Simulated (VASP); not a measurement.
# Fe (Im-3m) in VASP: notebook

The runs below take Fe through electric field gradients, single point, with LDA.

All numbers are computed with VASP 6.6.1; they aren't measurements. Logs are shortened: lines on timing, memory, paths and dates and some standing lists are left out, and cuts for length are marked.

### Step 1. The cell of the first run

It takes space group Im-3m (No. 229, cubic). The conventional cell has a = 2.750 Å, b = 2.750 Å, c = 2.750 Å, α = 90.00°, β = 90.00°, γ = 90.00°. Fe (site symmetry m-3m) has 14 Fe at 2.38 to 2.75 Å within 3.1 Å.

### Step 2. Electric field gradients, LDA, collinear spin, ferromagnetic start

The input, INCAR:

```
SYSTEM = Fe
ALGO     = Normal         ! electronic algorithm
EDIFF    = 1E-8           ! SCF threshold, eV
ENCUT    = 520            ! plane-wave cutoff, eV
GGA      = CA             ! functional
ISIF     = 2              ! what is computed and relaxed
ISMEAR   = 0              ! smearing method
ISPIN    = 2              ! spin polarisation
LASPH    = .True.         ! aspherical terms in the spheres
LCHARG   = .False.        ! write CHGCAR
LEFG     = .True.       
LMAXMIX  = 4              ! l up to which the mixer works
LORBIT   = 11             ! projections on sites
LREAL    = .False.        ! projectors in reciprocal space
LWAVE    = .False.        ! write WAVECAR
MAGMOM   = 2.18           ! initial moments
NBANDS   = 14             ! bands
NELM     = 150            ! most SCF steps
PREC     = Accurate       ! precision mode
SIGMA    = 0.05           ! smearing width, eV
```

The input, KPOINTS:

```
k-points
0
Gamma
  22 22 22
  0 0 0
```

The input, POSCAR:

```
Fe
1.0
   -1.3748523950      1.3748523950      1.3748523950
    1.3748523950     -1.3748523950      1.3748523950
    1.3748523950      1.3748523950     -1.3748523950
Fe
1
Direct
    0.0000000000      0.0000000000      0.0000000000
```

Potentials or basis: VASP PAW LDA potentials, release 64 (Fe).

Run with:

```bash
> cat potpaw_LDA.64/Fe/POTCAR > POTCAR
> mpirun -np 1 vasp_std > vasp.out
```

OUTCAR:

```text
SYSTEM = Fe
   EDIFF = 1E-8
   ENCUT = 520
   GGA = CA
   ISIF = 2
   ISMEAR = 0
   ISPIN = 2
   LASPH = .True.
   LORBIT = 11
   LREAL = .False.
   NELM = 150
   PREC = Accurate

 ion  position               nearest neighbor table
   1  0.000  0.000  0.000-

  LATTYP: Found a body centered cubic cell.
 ALAT       =     2.7497047900

  Lattice vectors:

 A1 = (  -1.3748523950,   1.3748523950,   1.3748523950)
 A2 = (   1.3748523950,  -1.3748523950,   1.3748523950)
 A3 = (   1.3748523950,   1.3748523950,  -1.3748523950)

Analysis of symmetry for initial positions (statically):
=====================================================================
 Subroutine PRICEL returns:
 Original cell was already a primitive cell.

 Routine SETGRP: Setting up the symmetry group for a
 body centered cubic supercell.

 Subroutine GETGRP returns: Found 48 space group operations
 (whereof 48 operations were pure point group operations)
 out of a pool of 48 trial point group operations.

The static configuration has the point symmetry O_h .

Analysis of symmetry for dynamics (positions and initial velocities):
=====================================================================
 Subroutine PRICEL returns:
 Original cell was already a primitive cell.

 Routine SETGRP: Setting up the symmetry group for a
 body centered cubic supercell.

 Subroutine GETGRP returns: Found 48 space group operations
 (whereof 48 operations were pure point group operations)
 out of a pool of 48 trial point group operations.

The dynamic configuration has the point symmetry O_h .

Analysis of structural, dynamic, and magnetic symmetry:
=====================================================================
 Subroutine PRICEL returns:
 Original cell was already a primitive cell.

 Routine SETGRP: Setting up the symmetry group for a
 body centered cubic supercell.

 Subroutine GETGRP returns: Found 48 space group operations
 (whereof 48 operations were pure point group operations)
 out of a pool of 48 trial point group operations.

The overall configuration has the point symmetry O_h .

 Subroutine INISYM returns: Found 48 space group operations
 (whereof 48 operations are pure point group operations),
 and found     1 'primitive' translations

----------------------------------------------------------------------------------------

                                     Primitive cell

  volume of cell :      10.3951

  direct lattice vectors                    reciprocal lattice vectors
    -1.374852395  1.374852395  1.374852395     0.000000000  0.363675404  0.363675404
     1.374852395 -1.374852395  1.374852395     0.363675404  0.000000000  0.363675404
     1.374852395  1.374852395 -1.374852395     0.363675404  0.363675404  0.000000000

  length of vectors
     2.381314201  2.381314201  2.381314201     0.514314688  0.514314688  0.514314688

  position of ions in fractional coordinates (direct lattice)
     0.000000000  0.000000000  0.000000000

  ion indices of the primitive-cell ions
   primitive index   ion index
                 1           1

----------------------------------------------------------------------------------------

 KPOINTS: k-points

Automatic generation of k-mesh.
 Grid dimensions read from file:
 generate k-points for:   22   22   22

 Generating k-lattice:

  Cartesian coordinates                     Fractional coordinates (reciprocal lattice)
     0.000000000  0.016530700  0.016530700     0.045454545  0.000000000  0.000000000
     0.016530700  0.000000000  0.016530700     0.000000000  0.045454545  0.000000000
     0.016530700  0.016530700  0.000000000     0.000000000  0.000000000  0.045454545

  Length of vectors
     0.023377940  0.023377940  0.023377940

  Shift w.r.t. Gamma in fractional coordinates (k-lattice)
     0.000000000  0.000000000  0.000000000

 Subroutine IBZKPT returns following result:
 ===========================================

 Found    328 irreducible k-points:

 Following reciprocal coordinates:
[... 62 lines left out ...]
   IMIX   =      4    mixing-type and parameters
     AMIX     =   0.40;   BMIX     =  1.00
     AMIX_MAG =   1.60;   BMIX_MAG =  1.00
  volume/ion in A,a.u.               =      10.40        70.15
  Fermi-wavevector in a.u.,A,eV,Ry     =   1.500245  2.835051 30.623096  2.250734
  Thomas-Fermi vector in A             =   2.611770
   LORBIT       =     11    0 simple, 1 ext, 2 COOP (PROOUT), +10 PAW based schemes
   GGA     = CA    functional components
   LHFCALC =     F    Hartree Fock is set to
   AEXX    =    0.0000 exact exchange contribution
   IVDW    =     0    specifies the selected vdW correction
   LEPSILON=     F    determine dielectric tensor
   LRPA    =     F    only Hartree local field effects (RPA)
 spin polarized calculation
 Gauss-broadening in eV      SIGMA  =   0.05
  energy-cutoff  :      520.00
  volume of cell :       10.40
 maximum number of plane-waves:       321
 NGX is ok and might be reduce to    18
   NGX =  9   NGY =  9   NGZ =  9

 number of electron       7.9999993 magnetization       1.9422946

 Free energy of the ion-electron system (eV)
  ---------------------------------------------------
  ext. energy  EPLUGINS =         0.00000000
  ---------------------------------------------------
  free energy    TOTEN  =        -9.22334701 eV

  energy without entropy =       -9.22186148  energy(sigma->0) =       -9.22260424

 E-fermi :   6.7178     XC(G=0): -13.9259

 val. band max:        6.7136111193   @ k =   0.3636   0.0000   0.0000
 cond. band min:       6.7188177583   @ k =  -0.3636   0.4091   0.0909
 fundamental gap:      0.0052066390
 Fermi energy:         6.7177607268

 spin component 1

 k-point     1 :       0.0000    0.0000    0.0000
  band No.  band energies     occupation
      1      -2.3816      1.00000
      2       4.2197      1.00000
      3       4.2197      1.00000
      4       4.2197      1.00000
      5       5.7673      1.00000
      6       5.7673      1.00000
      7      32.4023      0.00000
      8      32.4023      0.00000
      9      32.4023      0.00000
     10      38.1494      0.00000
     11      38.1494      0.00000
     12      40.8357      0.00000
     13      40.8357      0.00000
     14      40.8357      0.00000
[... 379 lines left out ...]
      3       3.9549      1.00000
      4       5.2313      1.00000
      5       5.4454      1.00000
      6       5.8690      1.00000
      7      26.6162      0.00000
      8      28.3867      0.00000
      9      32.7429      0.00000
     10      33.1816      0.00000
     11      37.1149      0.00000
     12      38.7368      0.00000
     13      42.7505      0.00000
     14      42.7991      0.00000

 [... further k-points ...]

 spin component 2

 k-point     1 :       0.0000    0.0000    0.0000
  band No.  band energies     occupation
      1      -2.0125      1.00000
      2       5.7948      1.00000
      3       5.7948      1.00000
      4       5.7948      1.00000
      5       7.8585      0.00000
      6       7.8585      0.00000
      7      32.5717      0.00000
      8      32.5717      0.00000
      9      32.5717      0.00000
     10      38.6213      0.00000
     11      38.6213      0.00000
     12      41.6089      0.00000
     13      41.6089      0.00000
     14      41.6089      0.00000
[... 379 lines left out ...]
      3       5.4807      1.00000
      4       6.8604      0.00003
      5       7.4484      0.00000
      6       7.9681      0.00000
      7      27.2267      0.00000
      8      28.9093      0.00000
      9      33.1304      0.00000
     10      33.8144      0.00000
     11      37.5900      0.00000
     12      39.3724      0.00000
     13      43.2146      0.00000
     14      43.4371      0.00000

 [... further k-points ...]

------------------------ aborting loop because EDIFF is reached ----------------------------------------

  FORCE on cell =-STRESS in cart. coord.  units (eV):
  Direction    XX          YY          ZZ          XY          YZ          ZX
  --------------------------------------------------------------------------------------
  -------------------------------------------------------------------------------------
  Total       -0.0668469     -0.0668469     -0.0668469      0.0000000     -0.0000000     -0.0000000
  in kB      -10.3030032    -10.3030032    -10.3030032      0.0000000     -0.0000000     -0.0000000
  external PRESSURE =     -10.3030032 kB  Pullay stress =       0.0000000 kB

 VOLUME and BASIS-vectors are now :
 -----------------------------------------------------------------------------
  energy-cutoff  :      520.00
  volume of cell :       10.40
      direct lattice vectors                 reciprocal lattice vectors
    -1.374852395  1.374852395  1.374852395     0.000000000  0.363675404  0.363675404
     1.374852395 -1.374852395  1.374852395     0.363675404  0.000000000  0.363675404
     1.374852395  1.374852395 -1.374852395     0.363675404  0.363675404  0.000000000

 POSITION                                       TOTAL-FORCE (eV/Angst)
 -----------------------------------------------------------------------------------
      0.00000      0.00000      0.00000        -0.000000      0.000000      0.000000
 -----------------------------------------------------------------------------------
    total drift:                                0.000000      0.000000      0.000000

  FREE ENERGIE OF THE ION-ELECTRON SYSTEM (eV)
  ---------------------------------------------------
  free  energy   TOTEN  =        -9.2233470061 eV

  energy  without entropy=       -9.2218614832  energy(sigma->0) =       -9.22260424

 Electric field gradients (V/A^2)
---------------------------------------------------------------------
 ion       V_xx      V_yy      V_zz      V_xy      V_xz      V_yz
---------------------------------------------------------------------
   1      -0.000     0.000    -0.000     0.002     0.002     0.002
---------------------------------------------------------------------

 Electric field gradients after diagonalization (V/A^2)
 (convention: |V_zz| > |V_xx| > |V_yy|)
----------------------------------------------------------------------
 ion       V_xx      V_yy      V_zz     asymmetry (V_yy - V_xx)/ V_zz
----------------------------------------------------------------------
   1      -0.002    -0.002     0.004       0.000
----------------------------------------------------------------------

           NMR quadrupolar parameters

 Cq : quadrupolar parameter    Cq=e*Q*V_zz/h
 eta: asymmetry parameters     (V_yy - V_xx)/ V_zz
 Q  : nuclear electric quadrupole moment in mb (millibarn)
----------------------------------------------------------------------
 ion       Cq(MHz)       eta       Q (mb)
----------------------------------------------------------------------
   1       0.000       0.000       1.000
----------------------------------------------------------------------

 total charge

# of ion       s       p       d       tot
------------------------------------------
    1        0.527   0.617   6.333   7.477

 magnetization (x)

# of ion       s       p       d       tot
------------------------------------------
    1       -0.009  -0.035   1.954   1.910
```

It took 42 s on 1 thread of Intel Xeon 6975P-C (Granite Rapids), shared host; peak memory 0.18 GiB.

What came out:

* Free energy: -9.2233 eV
* Pressure: -1.0 GPa
* Net moment: 1.94 μB per cell
* Site moments: Fe +1.91 μB
* Largest electric field gradient by atom: zero within the noise of the run
* Valence electrons inside the program's atomic spheres: Fe 7.48

(Part 1 of 2 ends here.)
